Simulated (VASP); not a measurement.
# Ca (Im-3m) in VASP: single point with PBEsol

Aim: the single point of Ca with PBEsol.

Everything below comes from runs of VASP 6.6.1. Logs are shortened: lines on timing, memory, paths and dates and some standing lists are left out, and cuts for length are marked.

## 1. The cell of the first run

Symmetry: Im-3m, No. 229, cubic system. Conventional cell: a = 4.381 Å, b = 4.381 Å, c = 4.381 Å, α = 90.00°, β = 90.00°, γ = 90.00°. Within 5.0 Å of Ca (site symmetry m-3m) lie 14 Ca at 3.79 to 4.38 Å.

This isn't the form of Ca at room conditions, which is fcc.

## 2. Single point, PBEsol

Input file POSCAR:

```
Ca
1.0
   -2.1904913249      2.1904913249      2.1904913249
    2.1904913249     -2.1904913249      2.1904913249
    2.1904913249      2.1904913249     -2.1904913249
Ca
1
Direct
    0.0000000000      0.0000000000      0.0000000000
```

Input file INCAR.step1:

```
SYSTEM = Ca
  ALGO = Fast
  EDIFF = 1E-7
  ENCUT = 520
  GGA = PS
  ISIF = 2
  ISMEAR = 0
  LASPH = .TRUE.
  LCHARG = .TRUE.
  LREAL = .FALSE.
  LWAVE = .FALSE.
  NBANDS = 11
  NELM = 60
  PREC = Accurate
  SIGMA = 0.1
```

Input file KPOINTS.step1:

```
k-points
0
G
  14 14 14
  0 0 0
```

Input file INCAR.step2:

```
SYSTEM = Ca
  ALGO = Fast
  EDIFF = 1E-7
  ENCUT = 520
  GGA = PS
  ICHARG = 11
  ISIF = 2
  ISMEAR = -5
  LASPH = .TRUE.
  LCHARG = .FALSE.
  LORBIT = 11
  LREAL = .FALSE.
  LWAVE = .FALSE.
  NEDOS = 1001
  NELM = 60
  PREC = Accurate
  SIGMA = 0.1
```

Input file KPOINTS.step2:

```
k-points
0
G
  21 21 21
  0 0 0
```

Potentials or basis: VASP PAW PBE potentials, release 64 (Ca_sv).

Run with:

```bash
$ cat potpaw_PBE.64/Ca_sv/POTCAR > POTCAR
$ cp INCAR.step1 INCAR
$ cp KPOINTS.step1 KPOINTS
$ mpirun -np 1 vasp_std > vasp.out
$ cp INCAR.step2 INCAR
$ cp KPOINTS.step2 KPOINTS
$ mpirun -np 1 vasp_std > vasp.out
```

OUTCAR:

```text
SYSTEM = Ca
   EDIFF = 1E-7
   ENCUT = 520
   GGA = PS
   ICHARG = 11
   ISIF = 2
   ISMEAR = -5
   LASPH = .TRUE.
   LORBIT = 11
   LREAL = .FALSE.
   NELM = 60
   PREC = Accurate

 ion  position               nearest neighbor table
   1  0.000  0.000  0.000-

  LATTYP: Found a body centered cubic cell.
 ALAT       =     4.3809826498

  Lattice vectors:

 A1 = (  -2.1904913249,   2.1904913249,   2.1904913249)
 A2 = (   2.1904913249,  -2.1904913249,   2.1904913249)
 A3 = (   2.1904913249,   2.1904913249,  -2.1904913249)

Analysis of symmetry for initial positions (statically):
=====================================================================
 Subroutine PRICEL returns:
 Original cell was already a primitive cell.

 Routine SETGRP: Setting up the symmetry group for a
 body centered cubic supercell.

 Subroutine GETGRP returns: Found 48 space group operations
 (whereof 48 operations were pure point group operations)
 out of a pool of 48 trial point group operations.

The static configuration has the point symmetry O_h .

Analysis of symmetry for dynamics (positions and initial velocities):
=====================================================================
 Subroutine PRICEL returns:
 Original cell was already a primitive cell.

 Routine SETGRP: Setting up the symmetry group for a
 body centered cubic supercell.

 Subroutine GETGRP returns: Found 48 space group operations
 (whereof 48 operations were pure point group operations)
 out of a pool of 48 trial point group operations.

The dynamic configuration has the point symmetry O_h .

 Subroutine INISYM returns: Found 48 space group operations
 (whereof 48 operations are pure point group operations),
 and found     1 'primitive' translations

----------------------------------------------------------------------------------------

                                     Primitive cell

  volume of cell :      42.0421

  direct lattice vectors                    reciprocal lattice vectors
    -2.190491325  2.190491325  2.190491325     0.000000000  0.228259292  0.228259292
     2.190491325 -2.190491325  2.190491325     0.228259292  0.000000000  0.228259292
     2.190491325  2.190491325 -2.190491325     0.228259292  0.228259292  0.000000000

  length of vectors
     3.794042268  3.794042268  3.794042268     0.322807387  0.322807387  0.322807387

  position of ions in fractional coordinates (direct lattice)
[... 80 lines left out ...]
   LREAL  =      F    real-space projection
   EDIFFG = 0.1E-05   stopping-criterion for IOM
   NSW    =      0    number of steps for IOM
   IBRION =     -1    ionic relax: 0-MD 1-quasi-New 2-CG
   NFREE  =      0    steps in history (QN), initial steepest desc. (CG)
   ISIF   =      2    stress and relaxation
   ISYM   =      2    0-nonsym 1-usesym 2-fastsym
   POTIM  = 0.5000    time-step for ionic-motion
   TEBEG  =    0.0;   TEEND  =   0.0 temperature during run
   PSTRESS=    0.0 pullay stress
   NELECT =      10.0000    total number of electrons
   NUPDOWN=      -1.0000    fix difference up-down
   EMIN   =  10.00;   EMAX   =-10.00  energy-range for DOS
   EFERMI =   0.00;   METHOD = LEGACY
   ISMEAR =    -5;   SIGMA  =   0.10  broadening in eV -4-tet -1-fermi 0-gaus
   EFERMI_NEDOS =   21; number of points for ismear=-14 and -15
   IALGO  =     68    algorithm
   IMIX   =      4    mixing-type and parameters
     AMIX     =   0.40;   BMIX     =  1.00
     AMIX_MAG =   1.60;   BMIX_MAG =  1.00
  volume/ion in A,a.u.               =      42.04       283.71
  Fermi-wavevector in a.u.,A,eV,Ry     =   1.014332  1.916809 13.998608  1.028869
  Thomas-Fermi vector in A             =   2.147553
   LORBIT       =     11    0 simple, 1 ext, 2 COOP (PROOUT), +10 PAW based schemes
   GGA     = PS    functional components
   LHFCALC =     F    Hartree Fock is set to
   AEXX    =    0.0000 exact exchange contribution
   IVDW    =     0    specifies the selected vdW correction
   LEPSILON=     F    determine dielectric tensor
   LRPA    =     F    only Hartree local field effects (RPA)
 non-spin polarized calculation
 RMM-DIIS sequential band-by-band and
 Fermi weights with tetrahedron method with Bloechl corrections
  energy-cutoff  :      520.00
  volume of cell :       42.04
 maximum number of plane-waves:      1157

 number of electron      10.0000003 magnetization

 Free energy of the ion-electron system (eV)
  ---------------------------------------------------
  ext. energy  EPLUGINS =         0.00000000
  ---------------------------------------------------
  free energy    TOTEN  =        -2.11339797 eV

  energy without entropy =       -2.11339797  energy(sigma->0) =       -2.11339797

 E-fermi :   1.9848     XC(G=0):  -7.8211

 val. band max:        2.0555822194   @ k =   0.3333   0.2857   0.0476
 cond. band min:       1.9334607340   @ k =  -0.4762  -0.4762   0.1905
 fundamental gap:     -0.1221214854
 Fermi energy:         1.9848232424

 k-point     1 :       0.0000    0.0000    0.0000
  band No.  band energies     occupation
      1     -39.9213      2.00000
      2     -20.9113      2.00000
      3     -20.9113      2.00000
      4     -20.9113      2.00000
      5      -2.1306      2.00000
      6       4.2414      0.00000
      7       4.2414      0.00000
      8       4.2414      0.00000
      9       5.3133      0.00000
[... 265 lines left out ...]
 k-point    24 :       0.1905    0.0952    0.0000
  band No.  band energies     occupation
      1     -39.9134      2.00000
      2     -20.9837      2.00000
      3     -20.9336      2.00000
      4     -20.9156      2.00000
      5      -1.0304      2.00000
      6       3.5262      0.00000
      7       3.6906      0.00000
      8       5.0220      0.00000
      9       5.0918      0.00000

 [... further k-points ...]
[... 5 lines left out ...]
  --------------------------------------------------------------------------------------
  -------------------------------------------------------------------------------------
  Total       -0.1514301     -0.1514301     -0.1514301      0.0000000     -0.0000000      0.0000000
  in kB       -5.7708302     -5.7708302     -5.7708302      0.0000000     -0.0000000      0.0000000
  external PRESSURE =      -5.7708302 kB  Pullay stress =       0.0000000 kB

 VOLUME and BASIS-vectors are now :
 -----------------------------------------------------------------------------
  energy-cutoff  :      520.00
  volume of cell :       42.04
      direct lattice vectors                 reciprocal lattice vectors
    -2.190491325  2.190491325  2.190491325     0.000000000  0.228259292  0.228259292
     2.190491325 -2.190491325  2.190491325     0.228259292  0.000000000  0.228259292
     2.190491325  2.190491325 -2.190491325     0.228259292  0.228259292  0.000000000

 POSITION                                       TOTAL-FORCE (eV/Angst)
 -----------------------------------------------------------------------------------
      0.00000      0.00000      0.00000        -0.000000     -0.000000      0.000000
 -----------------------------------------------------------------------------------
    total drift:                                0.000000     -0.000000      0.000000

  FREE ENERGIE OF THE ION-ELECTRON SYSTEM (eV)
  ---------------------------------------------------
  free  energy   TOTEN  =        -2.1133979668 eV

  energy  without entropy=       -2.1133979668  energy(sigma->0) =       -2.11339797

 total charge

# of ion       s       p       d       tot
------------------------------------------
    1        2.086   5.829   0.166   8.080
```

OUTCAR.step1:

```text
SYSTEM = Ca
   EDIFF = 1E-7
   ENCUT = 520
   GGA = PS
   ISIF = 2
   ISMEAR = 0
   LASPH = .TRUE.
[... 553 lines left out ...]
 POSITION                                       TOTAL-FORCE (eV/Angst)
 -----------------------------------------------------------------------------------
      0.00000      0.00000      0.00000        -0.000000     -0.000000      0.000000
 -----------------------------------------------------------------------------------
    total drift:                               -0.000000     -0.000000     -0.000000

  FREE ENERGIE OF THE ION-ELECTRON SYSTEM (eV)
  ---------------------------------------------------
  free  energy   TOTEN  =        -2.1182812793 eV

  energy  without entropy=       -2.1097756299  energy(sigma->0) =       -2.11402845
```

OSZICAR.step1:

```text
N       E                     dE             d eps       ncg     rms          rms(c)
DAV:   1     0.638515154397E+02    0.63852E+02   -0.50153E+03  2296   0.826E+02
DAV:   2    -0.530714363966E+00   -0.64382E+02   -0.63821E+02  2498   0.206E+02
DAV:   3    -0.205463785604E+01   -0.15239E+01   -0.15005E+01  3417   0.301E+01
DAV:   4    -0.212355374936E+01   -0.68916E-01   -0.68567E-01  2870   0.506E+00
DAV:   5    -0.212574336774E+01   -0.21896E-02   -0.21888E-02  3290   0.676E-01    0.228E+00
RMM:   6    -0.212035014243E+01    0.53932E-02   -0.67369E-03  2399   0.100E+00    0.140E+00
RMM:   7    -0.211818301599E+01    0.21671E-02   -0.20265E-02  2632   0.186E+00    0.105E-01
RMM:   8    -0.211817286750E+01    0.10148E-04   -0.38529E-03  2800   0.598E-01    0.270E-02
RMM:   9    -0.211824717470E+01   -0.74307E-04   -0.95942E-04  3295   0.279E-01    0.271E-02
RMM:  10    -0.211827736044E+01   -0.30186E-04   -0.14097E-04  3468   0.113E-01    0.221E-02
RMM:  11    -0.211827996034E+01   -0.25999E-05   -0.10582E-04  3203   0.929E-02    0.210E-02
RMM:  12    -0.211828041252E+01   -0.45218E-06   -0.11595E-05  3427   0.368E-02    0.104E-02
RMM:  13    -0.211828174858E+01   -0.13361E-05   -0.29784E-06  3240   0.198E-02    0.560E-03
RMM:  14    -0.211828102170E+01    0.72688E-06   -0.13590E-06  3379   0.898E-03    0.174E-03
RMM:  15    -0.211828121904E+01   -0.19734E-06   -0.33070E-07  2645   0.441E-03    0.491E-04
RMM:  16    -0.211828127931E+01   -0.60264E-07   -0.11208E-07  2189   0.215E-03
   1 F= -.21182813E+01 E0= -.21140285E+01  d E =-.850565E-02
```

It took 3.5 min on 1 thread of Intel Xeon 8259CL, shared host; peak memory 0.24 GiB.

Results:

```
Valence electrons inside the program's atomic spheres : Ca 8.08
```

Levels at points of the mesh, in eV from the Fermi level:
```tsv
k point	band 1	band 2	band 3	band 4	band 5	band 6	band 7	band 8	band 9
(0.00, 0.00, 0.00)	-41.91	-22.90	-22.90	-22.90	-4.12	2.26	2.26	2.26	3.33
```

Caveat: the PAW data sets were made with another functional, which shifts forces and pressure a little; tetrahedron occupations give inexact forces and stress in metals.
